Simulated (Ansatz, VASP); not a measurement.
# One calculation of Os, two programs

Contents of POSCAR:

```
Os
1.0
    2.7393806551      0.0000000000      0.0000000000
   -1.3696903275      2.3723732379      0.0000000000
    0.0000000000      0.0000000000      4.3138178725
Os
2
Direct
    0.3333333333      0.6666666667      0.2500000000
    0.6666666667      0.3333333333      0.7500000000
```

INCAR.step1

```
PREC     = Accurate       # precision mode
ENCUT    = 620            # plane-wave cutoff, eV
ISMEAR   = 1              # smearing method
SIGMA    = 0.2            # smearing width, eV
LREAL    = False          # projectors in reciprocal space
LASPH    = True           # aspherical terms in the spheres
NELM     = 120            # most SCF steps
NBANDS   = 23             # bands
GGA      = PE             # functional
ALGO     = Normal         # electronic algorithm
EDIFF    = 1E-5           # SCF threshold, eV
LWAVE    = True           # write WAVECAR
LCHARG   = False          # write CHGCAR
GGA_COMPAT= False
```

File INCAR.step2:

```
PREC     = Accurate       # precision mode
ENCUT    = 620            # plane-wave cutoff, eV
EDIFF    = 1E-6           # SCF threshold, eV
ISMEAR   = 1              # smearing method
SIGMA    = 0.2            # smearing width, eV
LREAL    = False          # projectors in reciprocal space
LASPH    = True           # aspherical terms in the spheres
NELM     = 120            # most SCF steps
ALGO     = Normal         # electronic algorithm
ISIF     = 2              # what is computed and relaxed
LWAVE    = False          # write WAVECAR
LCHARG   = True           # write CHGCAR
METAGGA  = R2SCAN         # meta-GGA
LMIXTAU  = True         
LELF     = True           # ELF
LVHAR    = True         
NBANDS   = 23             # bands
ISTART   = 1            
GGA_COMPAT= False
```

The input KPOINTS:

```
Automatic mesh
0
Gamma
  13 13 7
```

Input for Ansatz:

```yaml
crystal:
  lattice:
    - [2.7393806551, 0.0, 0.0]
    - [-1.3696903275, 2.3723732379, 0.0]
    - [0.0, 0.0, 4.3138178725]
  atoms:
    - { symbol: Os, position: [0.3333333333, 0.6666666667, 0.25] }
    - { symbol: Os, position: [0.6666666667, 0.3333333333, 0.75] }
hamiltonian:
  xc: r2scan
  pseudopotentials:
    kind: paw
    azcp:
      Os: "pseudopotentials/Os.paw.azcp"
basis:
  ecutwfc: 500
  fft_grid_basis: typed
kpoints:
  mp_grid: { grid: [13, 13, 7], shift: [0, 0, 0] }
magnetization:
  spin_polarized: false
scf:
  occupations: { method: methfessel_paxton, width: 0.2 }
  lower_state_search: "off"
output:
  stress: true
```

Alike in both runs: task single point; functional r2SCAN; k mesh 13 × 13 × 7; occupations methfessel-paxton of order 1, width 0.2 eV; no spin polarisation.

|  | VASP | Ansatz |
| --- | --- | --- |
| version | VASP 6.6.1 | Ansatz 0.2.0 |
| potentials or method | VASP PAW PBE potentials, release 64 (Os_sv_GW), cutoff 620 eV | plane waves (500 eV) with PAW, scalar-relativistic |
| valence electrons in the cell | 32 | 32 |

|  | VASP | Ansatz | Ansatz less VASP |
| --- | --- | --- | --- |
| pressure (GPa) | -1.0 | -0.3 | +0.75 |
| traceless stress, the component that is largest in VASP (GPa) | -0.07 | -0.06 | +0.008 |

VASP's potentials were made for PBE, not for r2SCAN.

Neither program's run includes spin-orbit coupling.
